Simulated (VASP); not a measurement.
# GaSb (Immm) in VASP: notebook

GaSb is run at these levels: PBE; tasks: single point.

All numbers are computed with VASP 6.6.1; they aren't measurements. Logs are shortened: lines on timing, memory, paths and dates and some standing lists are left out, and cuts for length are marked.

## Step 1: The cell of the first run

The structure is orthorhombic, space group Immm (No. 71). Conventional cell: a = 3.497 Å, b = 5.356 Å, c = 5.951 Å, α = 90.00°, β = 90.00°, γ = 90.00°. Within 3.9 Å of Ga (site symmetry mmm) lie 6 Sb at 2.98 to 3.20 Å and 2 Ga at 3.50 Å. Within 3.9 Å of Sb (site symmetry mmm) lie 6 Ga at 2.98 to 3.20 Å and 2 Sb at 3.50 Å.

## Step 2: Single point, PBE (27.87 Å³/atom)

Contents of INCAR:

```
PREC = Accurate ; ENCUT = 520
EDIFF = 1E-6 ; ISMEAR = 0
SIGMA = 0.15 ; LREAL = F
LASPH = T ; NELM = 100
ALGO = Normal ; ISIF = 2
LWAVE = F ; LCHARG = F
GGA = PE ; NBANDS = 16
```

Contents of KPOINTS:

```
regular mesh
0
Gamma
  18 18 18
```

Contents of POSCAR:

```
GaSb
1.0
   -1.7484585839      2.6782362689      2.9756863538
    1.7484585839     -2.6782362689      2.9756863538
    1.7484585839      2.6782362689     -2.9756863538
Ga Sb
1 1
Direct
    0.0000000000      0.0000000000      0.0000000000
    0.5000000000      0.5000000000      0.0000000000
```

Potentials or basis: VASP PAW PBE potentials, release 64 (Ga_d, Sb).

Run with:

```
$ cat potpaw_PBE.64/Ga_d/POTCAR potpaw_PBE.64/Sb/POTCAR > POTCAR
$ mpirun -np 1 vasp_std > vasp.out
```

OUTCAR:

```text
PREC = Accurate
   ENCUT = 520
   EDIFF = 1E-6
   ISMEAR = 0
   LREAL = F
   LASPH = T
   NELM = 100
   ISIF = 2
   GGA = PE

 ion  position               nearest neighbor table
   1  0.000  0.000  0.000-   2 2.98   2 2.98   2 3.20   2 3.20   2 3.20   2 3.20
   2  0.500  0.500  0.000-   1 2.98   1 2.98   1 3.20   1 3.20   1 3.20   1 3.20

  LATTYP: Found a body centered orthorhombic cell.
 ALAT       =     3.4969171678
 B/A-ratio  =     1.5317699221
 C/A-ratio  =     1.7018912436

  Lattice vectors:

 A1 = (  -1.7484585839,   2.6782362689,   2.9756863538)
 A2 = (   1.7484585839,  -2.6782362689,   2.9756863538)
 A3 = (   1.7484585839,   2.6782362689,  -2.9756863538)

Analysis of symmetry for initial positions (statically):
=====================================================================
 Subroutine PRICEL returns:
 Original cell was already a primitive cell.

 Routine SETGRP: Setting up the symmetry group for a
 body centered orthorhombic supercell.

 Subroutine GETGRP returns: Found  8 space group operations
 (whereof  8 operations were pure point group operations)
 out of a pool of  8 trial point group operations.

The static configuration has the point symmetry D_2h.

Analysis of symmetry for dynamics (positions and initial velocities):
=====================================================================
 Subroutine PRICEL returns:
 Original cell was already a primitive cell.

 Routine SETGRP: Setting up the symmetry group for a
 body centered orthorhombic supercell.

 Subroutine GETGRP returns: Found  8 space group operations
 (whereof  8 operations were pure point group operations)
 out of a pool of  8 trial point group operations.

The dynamic configuration has the point symmetry D_2h.

 Subroutine INISYM returns: Found  8 space group operations
 (whereof  8 operations are pure point group operations),
 and found     1 'primitive' translations

----------------------------------------------------------------------------------------

                                     Primitive cell

  volume of cell :      55.7380

  direct lattice vectors                    reciprocal lattice vectors
    -1.748458584  2.678236269  2.975686354     0.000000000  0.186690026  0.168028462
     1.748458584 -2.678236269  2.975686354     0.285966167  0.000000000  0.168028462
     1.748458584  2.678236269 -2.975686354     0.285966167  0.186690026  0.000000000

  length of vectors
     4.368611474  4.368611474  4.368611474     0.251170719  0.331677875  0.341511076

  position of ions in fractional coordinates (direct lattice)
     0.000000000  0.000000000  0.000000000
     0.500000000  0.500000000  0.000000000

  ion indices of the primitive-cell ions
   primitive index   ion index
                 1           1
                 2           2

----------------------------------------------------------------------------------------

 KPOINTS: regular mesh

Automatic generation of k-mesh.
 Grid dimensions read from file:
 generate k-points for:   18   18   18

 Generating k-lattice:

  Cartesian coordinates                     Fractional coordinates (reciprocal lattice)
     0.000000000  0.010371668  0.009334915     0.055555556 -0.000000000  0.000000000
     0.015887009  0.000000000  0.009334915     0.000000000  0.055555556  0.000000000
     0.015887009  0.010371668  0.000000000     0.000000000 -0.000000000  0.055555556

  Length of vectors
     0.013953929  0.018426549  0.018972838

  Shift w.r.t. Gamma in fractional coordinates (k-lattice)
     0.000000000  0.000000000  0.000000000

 Subroutine IBZKPT returns following result:
 ===========================================

 Found    865 irreducible k-points:

 Following reciprocal coordinates:
            Coordinates               Weight
  0.000000  0.000000  0.000000      1.000000
  0.055556  0.000000  0.000000      4.000000
  0.111111  0.000000  0.000000      4.000000
  0.166667  0.000000  0.000000      4.000000
  0.222222  0.000000 -0.000000      4.000000
  0.277778  0.000000  0.000000      4.000000
[... 16 lines left out ...]
 -0.333333  0.055556  0.000000      8.000000
 -0.277778  0.055556  0.000000      8.000000
 [... further k-points ...]
   k-points           NKPTS =    865   k-points in BZ     NKDIM =    865   number of bands    NBANDS=     16
   number of dos      NEDOS =    301   number of ions     NIONS =      2
   total plane-waves  NPLWV =  32768
   dimension x,y,z NGX =    32 NGY =   32 NGZ =   32
   dimension x,y,z NGXF=    64 NGYF=   64 NGZF=   64
   ions per type =               1   1
   NGX,Y,Z   is equivalent  to a cutoff of  12.18, 12.18, 12.18 a.u.
   NGXF,Y,Z  is equivalent  to a cutoff of  24.35, 24.35, 24.35 a.u.
 SYSTEM =  unknown system
   PREC   = accura    normal or accurate (medium, high low for compatibility)
   ISTART =      0    job   : 0-new  1-cont  2-samecut
   ICHARG =      2    charge: 1-file 2-atom 10-const
   ISPIN  =      1    spin polarized calculation?
   LNONCOLLINEAR =      F non collinear calculations
   LSORBIT =      F    spin-orbit coupling
   LASPH  =      T    aspherical Exc in radial PAW
   ENCUT  =  520.0 eV  38.22 Ry    6.18 a.u.   8.12  8.12  8.12*2*pi/ulx,y,z
   NELM   =    100;   NELMIN=  2; NELMDL= -5     # of ELM steps
   EDIFF  = 0.1E-05   stopping-criterion for ELM
   LREAL  =      F    real-space projection
   EDIFFG = 0.1E-04   stopping-criterion for IOM
   NSW    =      0    number of steps for IOM
   IBRION =     -1    ionic relax: 0-MD 1-quasi-New 2-CG
   NFREE  =      0    steps in history (QN), initial steepest desc. (CG)
   ISIF   =      2    stress and relaxation
   ISYM   =      2    0-nonsym 1-usesym 2-fastsym
   POTIM  = 0.5000    time-step for ionic-motion
   TEBEG  =    0.0;   TEEND  =   0.0 temperature during run
   PSTRESS=    0.0 pullay stress
   NELECT =      18.0000    total number of electrons
   NUPDOWN=      -1.0000    fix difference up-down
   EMIN   =  10.00;   EMAX   =-10.00  energy-range for DOS
   EFERMI =   0.00;   METHOD = LEGACY
   ISMEAR =     0;   SIGMA  =   0.15  broadening in eV -4-tet -1-fermi 0-gaus
   EFERMI_NEDOS =   21; number of points for ismear=-14 and -15
   IALGO  =     38    algorithm
   IMIX   =      4    mixing-type and parameters
     AMIX     =   0.40;   BMIX     =  1.00
     AMIX_MAG =   1.60;   BMIX_MAG =  1.00
  volume/ion in A,a.u.               =      27.87       188.07
  Fermi-wavevector in a.u.,A,eV,Ry     =   1.123178  2.122498 17.164138  1.261529
  Thomas-Fermi vector in A             =   2.259842
   LORBIT       =      0    0 simple, 1 ext, 2 COOP (PROOUT), +10 PAW based schemes
   GGA     = PE    functional components
   LHFCALC =     F    Hartree Fock is set to
   AEXX    =    0.0000 exact exchange contribution
   IVDW    =     0    specifies the selected vdW correction
   LEPSILON=     F    determine dielectric tensor
   LRPA    =     F    only Hartree local field effects (RPA)
 non-spin polarized calculation
 Gauss-broadening in eV      SIGMA  =   0.15
  energy-cutoff  :      520.00
  volume of cell :       55.74
 maximum number of plane-waves:      1520
   NGX = 17   NGY = 17   NGZ = 17

 number of electron      17.9999994 magnetization

 Free energy of the ion-electron system (eV)
  ---------------------------------------------------
  ext. energy  EPLUGINS =         0.00000000
  ---------------------------------------------------
  free energy    TOTEN  =        -6.83123376 eV

  energy without entropy =       -6.82059705  energy(sigma->0) =       -6.82591541

 E-fermi :   4.9951     XC(G=0):  -9.5922

 val. band max:        4.9945107183   @ k =  -0.3333   0.5000   0.1111
 cond. band min:       4.9954937608   @ k =  -0.1667  -0.3889   0.1667
 fundamental gap:      0.0009830425
 Fermi energy:         4.9950871425

 k-point     1 :       0.0000    0.0000    0.0000
  band No.  band energies     occupation
      1      -9.7714      2.00000
      2      -9.7314      2.00000
      3      -9.7137      2.00000
      4      -9.7094      2.00000
      5      -9.7061      2.00000
      6      -5.8890      2.00000
[... 8 lines left out ...]
     15      13.2913      0.00000
     16      14.1613      0.00000

 k-point     2 :       0.0556    0.0000    0.0000
  band No.  band energies     occupation
      1      -9.7714      2.00000
      2      -9.7313      2.00000
      3      -9.7140      2.00000
      4      -9.7092      2.00000
      5      -9.7061      2.00000
      6      -5.8644      2.00000
[... 8 lines left out ...]
     15      13.2633      0.00000
     16      14.3585      0.00000

 k-point     3 :       0.1111    0.0000    0.0000
  band No.  band energies     occupation
      1      -9.7712      2.00000
      2      -9.7313      2.00000
      3      -9.7150      2.00000
      4      -9.7085      2.00000
      5      -9.7059      2.00000
      6      -5.7909      2.00000
[... 8 lines left out ...]
     15      13.1355      0.00000
     16      14.8342      0.00000

 k-point     4 :       0.1667    0.0000    0.0000
  band No.  band energies     occupation
      1      -9.7710      2.00000
      2      -9.7313      2.00000
      3      -9.7165      2.00000
      4      -9.7074      2.00000
      5      -9.7056      2.00000
      6      -5.6703      2.00000
[... 8 lines left out ...]
     15      12.9577      0.00000
     16      15.0595      0.00000

 k-point     5 :       0.2222    0.0000   -0.0000
  band No.  band energies     occupation
      1      -9.7707      2.00000
      2      -9.7312      2.00000
      3      -9.7183      2.00000
      4      -9.7061      2.00000
      5      -9.7052      2.00000
      6      -5.5062      2.00000
[... 8 lines left out ...]
     15      12.7909      0.00000
     16      14.6822      0.00000

 k-point     6 :       0.2778    0.0000    0.0000
  band No.  band energies     occupation
      1      -9.7704      2.00000
      2      -9.7312      2.00000
      3      -9.7203      2.00000
      4      -9.7048      2.00000
      5      -9.7047      2.00000
      6      -5.3051      2.00000
[... 8 lines left out ...]
     15      12.6833      0.00000
     16      14.2238      0.00000

 k-point     7 :       0.3333    0.0000    0.0000
  band No.  band energies     occupation
      1      -9.7702      2.00000
      2      -9.7312      2.00000
      3      -9.7221      2.00000
      4      -9.7043      2.00000
      5      -9.7035      2.00000
      6      -5.0797      2.00000
[... 8 lines left out ...]
     15      13.1258      0.00000
     16      13.8455      0.00000

 k-point     8 :       0.3889   -0.0000    0.0000
  band No.  band energies     occupation
      1      -9.7701      2.00000
      2      -9.7312      2.00000
      3      -9.7236      2.00000
      4      -9.7039      2.00000
      5      -9.7025      2.00000
      6      -4.8541      2.00000
[... 8 lines left out ...]
     15      13.4812      0.00000
     16      14.2860      0.00000

 k-point     9 :       0.4444    0.0000   -0.0000
  band No.  band energies     occupation
      1      -9.7700      2.00000
      2      -9.7312      2.00000
      3      -9.7245      2.00000
      4      -9.7037      2.00000
      5      -9.7018      2.00000
      6      -4.6732      2.00000
[... 8 lines left out ...]
     15      13.3048      0.00000
     16      15.4451      0.00000
[... 172 lines left out ...]
 k-point    19 :       0.4444    0.0556   -0.0000
  band No.  band energies     occupation
      1      -9.7681      2.00000
      2      -9.7322      2.00000
      3      -9.7248      2.00000
      4      -9.7043      2.00000
      5      -9.7014      2.00000
      6      -4.5862      2.00000
[... 8 lines left out ...]
     15      13.7927      0.00000
     16      15.9526      0.00000

 k-point    20 :       0.5000    0.0556    0.0000
  band No.  band energies     occupation
      1      -9.7682      2.00000
      2      -9.7323      2.00000
      3      -9.7248      2.00000
      4      -9.7043      2.00000
      5      -9.7014      2.00000
      6      -4.5783      2.00000
[... 8 lines left out ...]
     15      13.7067      0.00000
     16      15.9253      0.00000

 k-point    21 :      -0.4444    0.0556    0.0000
  band No.  band energies     occupation
      1      -9.7682      2.00000
      2      -9.7323      2.00000
      3      -9.7241      2.00000
      4      -9.7046      2.00000
      5      -9.7018      2.00000
      6      -4.7063      2.00000
[... 8 lines left out ...]
     15      13.7031      0.00000
     16      14.8372      0.00000

 k-point    22 :      -0.3889    0.0556   -0.0000
  band No.  band energies     occupation
      1      -9.7684      2.00000
      2      -9.7324      2.00000
      3      -9.7228      2.00000
      4      -9.7050      2.00000
      5      -9.7025      2.00000
      6      -4.9135      2.00000
[... 8 lines left out ...]
     15      13.5618      0.00000
     16      14.0206      0.00000

 k-point    23 :      -0.3333    0.0556    0.0000
  band No.  band energies     occupation
      1      -9.7686      2.00000
      2      -9.7324      2.00000
      3      -9.7211      2.00000
      4      -9.7055      2.00000
      5      -9.7035      2.00000
      6      -5.1424      2.00000
[... 8 lines left out ...]
     15      13.1304      0.00000
     16      14.1380      0.00000

 k-point    24 :      -0.2778    0.0556    0.0000
  band No.  band energies     occupation
      1      -9.7689      2.00000
      2      -9.7324      2.00000
      3      -9.7192      2.00000
      4      -9.7062      2.00000
      5      -9.7046      2.00000
      6      -5.3586      2.00000
[... 8 lines left out ...]
     15      13.2254      0.00000
     16      14.4417      0.00000

 [... further k-points ...]

------------------------ aborting loop because EDIFF is reached ----------------------------------------

  FORCE on cell =-STRESS in cart. coord.  units (eV):
  Direction    XX          YY          ZZ          XY          YZ          ZX
  --------------------------------------------------------------------------------------
  -------------------------------------------------------------------------------------
  Total       -2.1793455     -1.8719827     -1.5801793      0.0000000      0.0000000      0.0000000
  in kB      -62.6448377    -53.8097563    -45.4219275      0.0000000      0.0000000      0.0000000
  external PRESSURE =     -53.9588405 kB  Pullay stress =       0.0000000 kB

 VOLUME and BASIS-vectors are now :
 -----------------------------------------------------------------------------
  energy-cutoff  :      520.00
  volume of cell :       55.74
      direct lattice vectors                 reciprocal lattice vectors
    -1.748458584  2.678236269  2.975686354     0.000000000  0.186690026  0.168028462
     1.748458584 -2.678236269  2.975686354     0.285966167  0.000000000  0.168028462
     1.748458584  2.678236269 -2.975686354     0.285966167  0.186690026  0.000000000

 POSITION                                       TOTAL-FORCE (eV/Angst)
 -----------------------------------------------------------------------------------
      0.00000      0.00000      0.00000        -0.000000      0.000000      0.000000
      0.00000      0.00000      2.97569         0.000000     -0.000000     -0.000000
 -----------------------------------------------------------------------------------
    total drift:                               -0.000000     -0.000000     -0.000000

  FREE ENERGIE OF THE ION-ELECTRON SYSTEM (eV)
  ---------------------------------------------------
  free  energy   TOTEN  =        -6.8312337578 eV

  energy  without entropy=       -6.8205970525  energy(sigma->0) =       -6.82591541
```

Run time: 2.4 min. Hardware: 1 thread of Intel Xeon 6975P-C (Granite Rapids), shared host; peak memory 0.84 GiB.

Results:

```yaml
Free_energy: -6.8312 eV
Pressure: -5.4 GPa
Band_gap_on_the_k_mesh: zero (bands 9 and 10 overlap by 4.32 eV)
```

Caveat: the cell stands under tension; spin-orbit coupling is left out, which moves the levels of the heavy elements.

## Step 3: Single point, PBE (27.87 Å³/atom)

Contents of INCAR:

```
SYSTEM = GaSb
ALGO = Normal
EDIFF = 1E-6
ENCUT = 520
GGA = PE
ISIF = 2
ISMEAR = 0
LASPH = .True.
LCHARG = .False.
LREAL = .False.
LWAVE = .False.
NBANDS = 16
NELM = 100
PREC = Accurate
SIGMA = 0.15
```

Contents of KPOINTS:

```
k-points
0
Gamma
  18 18 18
  0 0 0
```

Contents of POSCAR:

```
GaSb
1.0
   -1.6872566739      2.7263774715      3.0291742111
    1.6872566739     -2.7263774715      3.0291742111
    1.6872566739      2.7263774715     -3.0291742111
Ga Sb
1 1
Direct
    0.0000000000      0.0000000000      0.0000000000
    0.5000000000      0.5000000000      0.0000000000
```

Potentials or basis: VASP PAW PBE potentials, release 64 (Ga_d, Sb).

Run with:

```
$ cat potpaw_PBE.64/Ga_d/POTCAR potpaw_PBE.64/Sb/POTCAR > POTCAR
$ mpirun -np 1 vasp_std > vasp.out
```

Run time: 3.8 min. Hardware: 1 thread of Intel Xeon 6975P-C (Granite Rapids), shared host; peak memory 0.85 GiB.

Results (log left out):

* Free energy: -6.8381 eV
* Pressure: -5.5 GPa
* Band gap on the k mesh: zero (bands 9 and 10 overlap by 4.15 eV)

Stress tensor (GPa, compression positive):
```
-5.40  0.00  0.00
 0.00 -5.41  0.00
 0.00  0.00 -5.66
```

Levels at points of the mesh, in eV from the Fermi level:
```tsv
k point	band 7	band 8	band 9	band 10	band 11	band 12
(0.00, 0.00, 0.00)	-3.17	-1.60	-1.13	3.85	3.86	5.68
(0.50, 0.00, 0.00)	-7.13	0.02	1.67	2.04	2.79	3.45
(0.00, 0.50, 0.00)	-5.58	-1.54	-0.21	-0.01	1.30	2.16
(0.50, 0.50, 0.00)	-4.17	-3.42	-1.68	-1.52	3.53	3.96
(0.50, 0.50, 0.50)	-5.34	-4.22	-3.85	2.18	6.06	8.41
```

Caveat: the cell stands under tension; spin-orbit coupling is left out, which moves the levels of the heavy elements.

[end of part 1 of 2]
